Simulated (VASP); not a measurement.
# CaS (Fm-3m) in VASP: notebook

The runs below take CaS through relaxation of cell and atoms, with LDA, r2SCAN.

All numbers are computed with VASP 6.6.1; they aren't measurements. Logs are shortened: lines on timing, memory, paths and dates and some standing lists are left out, and cuts for length are marked.

### Step 1. The cell of the first run

The structure is cubic, space group Fm-3m (No. 225). The conventional cell has a = 5.712 Å, b = 5.712 Å, c = 5.712 Å, α = 90.00°, β = 90.00°, γ = 90.00°. Within 3.8 Å of Ca (site symmetry m-3m) lie 6 S at 2.86 Å. Within 3.8 Å of S (site symmetry m-3m) lie 6 Ca at 2.86 Å.

### Step 2. Relaxation of cell and atoms, LDA

Contents of INCAR:

```
SYSTEM = CaS
PREC = Accurate ; ENCUT = 500
EDIFF = 1E-7 ; ISMEAR = -1
SIGMA = 0.02 ; LREAL = .FALSE.
LASPH = .TRUE. ; NELM = 120
ALGO = Normal ; ISIF = 3
LWAVE = .FALSE. ; LCHARG = .FALSE.
GGA = CA ; IBRION = 2
NSW = 80 ; EDIFFG = -0.005
GGA_COMPAT = .FALSE. ; NELMIN = 4
```

Contents of KPOINTS:

```
Automatic mesh
0
G
  8 8 8
  0 0 0
```

Contents of POSCAR:

```
CaS
1.0
    0.0000000000      2.8558999548      2.8558999548
    2.8558999548      0.0000000000      2.8558999548
    2.8558999548      2.8558999548      0.0000000000
Ca S
1 1
Direct
    0.0000000000      0.0000000000      0.0000000000
    0.5000000000      0.5000000000      0.5000000000
```

Potentials or basis: VASP PAW LDA potentials, release 64 (Ca_sv, S).

Command:

```bash
$ cat potpaw_LDA.64/Ca_sv/POTCAR potpaw_LDA.64/S/POTCAR > POTCAR
$ mpirun -np 1 vasp_std > vasp.out
```

OUTCAR:

```text
SYSTEM = CaS
   PREC = Accurate
   ENCUT = 500
   EDIFF = 1E-7
   ISMEAR = -1
   LREAL = .FALSE.
   LASPH = .TRUE.
   NELM = 120
   ISIF = 3
   GGA = CA
   IBRION = 2
   NSW = 80
   EDIFFG = -0.005
   NELMIN = 4

 ion  position               nearest neighbor table
   1  0.000  0.000  0.000-   2 2.86   2 2.86   2 2.86   2 2.86   2 2.86   2 2.86
   2  0.500  0.500  0.500-   1 2.86   1 2.86   1 2.86   1 2.86   1 2.86   1 2.86

  LATTYP: Found a face centered cubic cell.
 ALAT       =     5.7117999096

  Lattice vectors:

 A1 = (   0.0000000000,   2.8558999548,   2.8558999548)
 A2 = (   2.8558999548,   0.0000000000,   2.8558999548)
 A3 = (   2.8558999548,   2.8558999548,   0.0000000000)

Analysis of symmetry for initial positions (statically):
=====================================================================
 Subroutine PRICEL returns:
 Original cell was already a primitive cell.

 Routine SETGRP: Setting up the symmetry group for a
 face centered cubic supercell.

 Subroutine GETGRP returns: Found 48 space group operations
 (whereof 48 operations were pure point group operations)
 out of a pool of 48 trial point group operations.

The static configuration has the point symmetry O_h .

Analysis of symmetry for dynamics (positions and initial velocities):
=====================================================================
 Subroutine PRICEL returns:
 Original cell was already a primitive cell.

 Routine SETGRP: Setting up the symmetry group for a
 face centered cubic supercell.

 Subroutine GETGRP returns: Found 48 space group operations
 (whereof 48 operations were pure point group operations)
 out of a pool of 48 trial point group operations.

The dynamic configuration has the point symmetry O_h .

 Subroutine INISYM returns: Found 48 space group operations
 (whereof 48 operations are pure point group operations),
 and found     1 'primitive' translations

----------------------------------------------------------------------------------------

                                     Primitive cell

  volume of cell :      46.5864

  direct lattice vectors                    reciprocal lattice vectors
     0.000000000  2.855899955  2.855899955    -0.175076161  0.175076161  0.175076161
     2.855899955  0.000000000  2.855899955     0.175076161 -0.175076161  0.175076161
     2.855899955  2.855899955  0.000000000     0.175076161  0.175076161 -0.175076161

  length of vectors
     4.038852449  4.038852449  4.038852449     0.303240806  0.303240806  0.303240806

  position of ions in fractional coordinates (direct lattice)
     0.000000000  0.000000000  0.000000000
     0.500000000  0.500000000  0.500000000

  ion indices of the primitive-cell ions
   primitive index   ion index
                 1           1
                 2           2

----------------------------------------------------------------------------------------

 KPOINTS: Automatic mesh

Automatic generation of k-mesh.
 Grid dimensions read from file:
 generate k-points for:    8    8    8

 Generating k-lattice:

  Cartesian coordinates                     Fractional coordinates (reciprocal lattice)
    -0.021884520  0.021884520  0.021884520     0.125000000  0.000000000  0.000000000
     0.021884520 -0.021884520  0.021884520     0.000000000  0.125000000  0.000000000
     0.021884520  0.021884520 -0.021884520     0.000000000  0.000000000  0.125000000

  Length of vectors
     0.037905101  0.037905101  0.037905101

  Shift w.r.t. Gamma in fractional coordinates (k-lattice)
     0.000000000  0.000000000  0.000000000

 Subroutine IBZKPT returns following result:
 ===========================================

 Found     29 irreducible k-points:

 Following reciprocal coordinates:
            Coordinates               Weight
  0.000000  0.000000  0.000000      1.000000
  0.125000  0.000000  0.000000      8.000000
  0.250000  0.000000  0.000000      8.000000
  0.375000  0.000000  0.000000      8.000000
  0.500000  0.000000  0.000000      4.000000
  0.125000  0.125000  0.000000      6.000000
[... 16 lines left out ...]
  0.500000  0.250000  0.125000     48.000000
 -0.375000  0.250000  0.125000     24.000000
 [... further k-points ...]
   k-points           NKPTS =     29   k-points in BZ     NKDIM =     29   number of bands    NBANDS=     12
   number of dos      NEDOS =    301   number of ions     NIONS =      2
   total plane-waves  NPLWV =  27000
   dimension x,y,z NGX =    30 NGY =   30 NGZ =   30
   dimension x,y,z NGXF=    60 NGYF=   60 NGZF=   60
   ions per type =               1   1
   NGX,Y,Z   is equivalent  to a cutoff of  12.35, 12.35, 12.35 a.u.
   NGXF,Y,Z  is equivalent  to a cutoff of  24.70, 24.70, 24.70 a.u.
 SYSTEM =  CaS
   PREC   = accura    normal or accurate (medium, high low for compatibility)
   ISTART =      0    job   : 0-new  1-cont  2-samecut
   ICHARG =      2    charge: 1-file 2-atom 10-const
   ISPIN  =      1    spin polarized calculation?
   LNONCOLLINEAR =      F non collinear calculations
   LSORBIT =      F    spin-orbit coupling
   LASPH  =      T    aspherical Exc in radial PAW
   ENCUT  =  500.0 eV  36.75 Ry    6.06 a.u.   7.36  7.36  7.36*2*pi/ulx,y,z
   NELM   =    120;   NELMIN=  4; NELMDL= -5     # of ELM steps
   EDIFF  = 0.1E-06   stopping-criterion for ELM
   LREAL  =      F    real-space projection
   EDIFFG = -.5E-02   stopping-criterion for IOM
   NSW    =     80    number of steps for IOM
   IBRION =      2    ionic relax: 0-MD 1-quasi-New 2-CG
   NFREE  =      1    steps in history (QN), initial steepest desc. (CG)
   ISIF   =      3    stress and relaxation
   ISYM   =      2    0-nonsym 1-usesym 2-fastsym
   POTIM  = 0.5000    time-step for ionic-motion
   TEBEG  =    0.0;   TEEND  =   0.0 temperature during run
   PSTRESS=    0.0 pullay stress
   NELECT =      16.0000    total number of electrons
   NUPDOWN=      -1.0000    fix difference up-down
   EMIN   =  10.00;   EMAX   =-10.00  energy-range for DOS
   EFERMI =   0.00;   METHOD = LEGACY
   ISMEAR =    -1;   SIGMA  =   0.02  broadening in eV -4-tet -1-fermi 0-gaus
   EFERMI_NEDOS =   21; number of points for ismear=-14 and -15
   IALGO  =     38    algorithm
   IMIX   =      4    mixing-type and parameters
     AMIX     =   0.40;   BMIX     =  1.00
     AMIX_MAG =   1.60;   BMIX_MAG =  1.00
  volume/ion in A,a.u.               =      23.29       157.19
  Fermi-wavevector in a.u.,A,eV,Ry     =   1.146468  2.166510 17.883338  1.314388
  Thomas-Fermi vector in A             =   2.283152
   LORBIT       =      0    0 simple, 1 ext, 2 COOP (PROOUT), +10 PAW based schemes
   GGA     = CA    functional components
   LHFCALC =     F    Hartree Fock is set to
   AEXX    =    0.0000 exact exchange contribution
   IVDW    =     0    specifies the selected vdW correction
   LEPSILON=     F    determine dielectric tensor
   LRPA    =     F    only Hartree local field effects (RPA)
 conjugate gradient relaxation of ions
 non-spin polarized calculation
  energy-cutoff  :      500.00
  volume of cell :       46.59
 maximum number of plane-waves:      1243
 NGX is ok and might be reduce to    30
   NGX = 15   NGY = 15   NGZ = 15

--------------------------------------- Ionic step        1  -------------------------------------------

 number of electron      16.0000004 magnetization

 Free energy of the ion-electron system (eV)
  ---------------------------------------------------
  ext. energy  EPLUGINS =         0.00000000
  ---------------------------------------------------
  free energy    TOTEN  =       -11.38642537 eV

  energy without entropy =      -11.38642537  energy(sigma->0) =      -11.38642537

------------------------ aborting loop because EDIFF is reached ----------------------------------------

  FORCE on cell =-STRESS in cart. coord.  units (eV):
  Direction    XX          YY          ZZ          XY          YZ          ZX
  --------------------------------------------------------------------------------------
  -------------------------------------------------------------------------------------
  Total       -1.2584186     -1.2584186     -1.2584186      0.0000000      0.0000000     -0.0000000
  in kB      -43.2789536    -43.2789536    -43.2789536      0.0000000      0.0000000     -0.0000000
  external PRESSURE =     -43.2789536 kB  Pullay stress =       0.0000000 kB
[... 21 lines left out ...]
  energy  without entropy=      -11.3864253688  energy(sigma->0) =      -11.38642537

--------------------------------------- Ionic step        2  -------------------------------------------

 number of electron      15.9999999 magnetization

 E-fermi :   3.6208     XC(G=0): -10.0592

 val. band max:        3.1917324180   @ k =   0.0000   0.0000   0.0000
 cond. band min:       5.1137651163   @ k =   0.5000   0.5000   0.0000
 fundamental gap:      1.9220326984
 Fermi energy:         3.6207876214

 k-point     1 :       0.0000    0.0000    0.0000
  band No.  band energies     occupation
      1     -35.2804      2.00000
      2     -16.5689      2.00000
      3     -16.5689      2.00000
      4     -16.5689      2.00000
      5      -8.3927      2.00000
      6       3.1917      2.00000
      7       3.1917      2.00000
      8       3.1917      2.00000
      9       7.1153      0.00000
     10       7.1153      0.00000
     11       7.1153      0.00000
     12       7.6214      0.00000
[... 378 lines left out ...]
  energy  without entropy=      -11.4318019608  energy(sigma->0) =      -11.43180196

--------------------------------------- Ionic step        3  -------------------------------------------

 number of electron      15.9999997 magnetization

 Free energy of the ion-electron system (eV)
  ---------------------------------------------------
  ext. energy  EPLUGINS =         0.00000000
  ---------------------------------------------------
  free energy    TOTEN  =       -11.43473334 eV

  energy without entropy =      -11.43473334  energy(sigma->0) =      -11.43473334

 E-fermi :   3.5662     XC(G=0):  -9.9819

 val. band max:        3.0529601909   @ k =   0.0000   0.0000   0.0000
 cond. band min:       5.0254882874   @ k =   0.5000   0.5000   0.0000
 fundamental gap:      1.9725280965
 Fermi energy:         3.5662225768

 k-point     1 :       0.0000    0.0000    0.0000
  band No.  band energies     occupation
      1     -35.4732      2.00000
      2     -16.7597      2.00000
      3     -16.7597      2.00000
      4     -16.7597      2.00000
      5      -8.4673      2.00000
      6       3.0530      2.00000
      7       3.0530      2.00000
      8       3.0530      2.00000
      9       6.9884      0.00000
     10       6.9884      0.00000
     11       6.9884      0.00000
     12       7.3629      0.00000
[... 374 lines left out ...]
  FREE ENERGIE OF THE ION-ELECTRON SYSTEM (eV)
  ---------------------------------------------------
  free  energy   TOTEN  =       -11.4347333437 eV

  energy  without entropy=      -11.4347333437  energy(sigma->0) =      -11.43473334

 reached required accuracy - stopping structural energy minimisation
```

Run time: 67 s. Hardware: 1 thread of Intel Xeon 8259CL, shared host; peak memory 0.16 GiB.

Results:

```yaml
Free_energy: -11.4347 eV
Relaxed_volume: 21.61 Å³/atom
Relaxed_cell: a = 3.939 Å, b = 3.939 Å, c = 3.939 Å, α = 60.00°, β = 60.00°, γ = 60.00°
Space_group_after_relaxing_to_0.05_Å: Fm-3m (No. 225)
Energy_gained_by_relaxing: 24.2 meV/atom
Ionic_steps: 3
Pressure_after_relaxing: 0.0 GPa
Band_gap_on_the_k_mesh: 1.97 eV, indirect (least direct gap 2.84 eV)
```

Step by step:
| step | energy change (eV) | largest force (eV/Å) | pressure (GPa) | volume (Å³) |
| --- | --- | --- | --- | --- |
| 1 | 0.0000 | 0.0000 | -4.33 | 46.59 |
| 2 | -0.0454 | 0.0000 | 1.25 | 42.47 |
| 3 | -0.0483 | 0.0000 | 0.01 | 43.23 |

Final structure:
```
CELL_PARAMETERS angstrom
0.00000 2.78556 2.78556
2.78556 0.00000 2.78556
2.78556 2.78556 0.00000
ATOMIC_POSITIONS crystal
Ca 0.00000 0.00000 0.00000
S 0.50000 0.50000 0.50000
```

Levels at points of the mesh, in eV from the valence-band top:
```csv
k point,band 4,band 5,band 6,band 7,band 8,band 9,band 10,band 11,band 12
"(0.00, 0.00, 0.00)",-19.81,-11.52,0.00,0.00,0.00,3.94,3.94,3.94,4.31
"(0.50, 0.00, 0.00)",-19.83,-10.52,-3.42,-1.34,-1.34,5.15,6.10,6.21,6.21
"(0.50, 0.50, 0.00)",-19.88,-10.81,-2.45,-0.87,-0.87,1.97,5.58,6.10,6.88
```

### Step 3. Relaxation of cell and atoms, r2SCAN

POSCAR is that of step 2.

Contents of INCAR.step1:

```
SYSTEM = CaS
ALGO = Normal ; EDIFF = 1E-5
EDIFFG = -0.005 ; ENCUT = 550
GGA = PE ; GGA_COMPAT = .False.
IBRION = 2 ; ISIF = 3
ISMEAR = -1 ; LASPH = .True.
LCHARG = .False. ; LREAL = .False.
LWAVE = .True. ; NELM = 120
NELMIN = 4 ; NSW = 100
PREC = Accurate ; SIGMA = 0.02
```

Contents of INCAR.step2:

```
SYSTEM = CaS
ALGO = Normal ; EDIFF = 1E-7
EDIFFG = -0.005 ; ENCUT = 550
GGA_COMPAT = .False. ; IBRION = 2
ISIF = 3 ; ISMEAR = -1
ISTART = 1 ; LASPH = .True.
LCHARG = .False. ; LMIXTAU = .True.
LREAL = .False. ; LWAVE = .False.
METAGGA = R2SCAN ; NELM = 120
NELMIN = 4 ; NSW = 80
PREC = Accurate ; SIGMA = 0.02
```

Contents of KPOINTS:

```
k-points
0
Gamma
  8 8 8
  0 0 0
```

Potentials or basis: VASP PAW PBE potentials, release 64 (Ca_sv, S).

Command:

```bash
$ cat potpaw_PBE.64/Ca_sv/POTCAR potpaw_PBE.64/S/POTCAR > POTCAR
$ cp INCAR.step1 INCAR
$ mpirun -np 1 vasp_std > vasp.out
$ cp INCAR.step2 INCAR
$ mpirun -np 1 vasp_std > vasp.out
```

Run time: 4.5 min. Hardware: 1 thread of Intel Xeon 8259CL, shared host; peak memory 0.21 GiB.

The run converged. Its results:

| Property | Result |
| --- | --- |
| Free energy | -19.9424 eV |
| Relaxed volume | 23.21 Å³/atom |
| Relaxed cell | a = 4.034 Å, b = 4.034 Å, c = 4.034 Å, α = 60.00°, β = 60.00°, γ = 60.00° |
| Space group after relaxing (to 0.05 Å) | Fm-3m (No. 225) |
| Energy gained by relaxing | 0.1 meV/atom |
| Ionic steps | 3 |
| Pressure after relaxing | 0.0 GPa |
| Band gap on the k mesh | 2.82 eV, indirect (least direct gap 3.64 eV) |

The path:
```csv
step,energy change (eV),largest force (eV/Å),pressure (GPa),volume (Å³)
1,0.0000,0.0000,-0.22,46.59
2,-0.0001,0.0000,0.06,46.38
3,-0.0001,0.0000,0.00,46.42
```

Final structure:
```yaml
crystal:
  lattice:
    - [0.00000, 2.85250, 2.85250]
    - [2.85250, 0.00000, 2.85250]
    - [2.85250, 2.85250, 0.00000]
  atoms:
    - { symbol: Ca, position: [0.00000, 0.00000, 0.00000] }
    - { symbol: S, position: [0.50000, 0.50000, 0.50000] }
```

Levels at points of the mesh, in eV from the valence-band top:
```
           k point  band 5  band 6  band 7  band 8  band 9  band 10  band 11  band 12
(0.00, 0.00, 0.00)  -11.78    0.00    0.00    0.00    4.67     4.67     4.67     4.89
(0.50, 0.00, 0.00)  -10.96   -3.09   -1.15   -1.15    5.78     6.67     6.80     6.80
(0.50, 0.50, 0.00)  -11.14   -2.30   -0.82   -0.82    2.82     6.17     6.75     7.40
```

Caveat: the PAW data sets were made with another functional, which shifts forces and pressure a little.
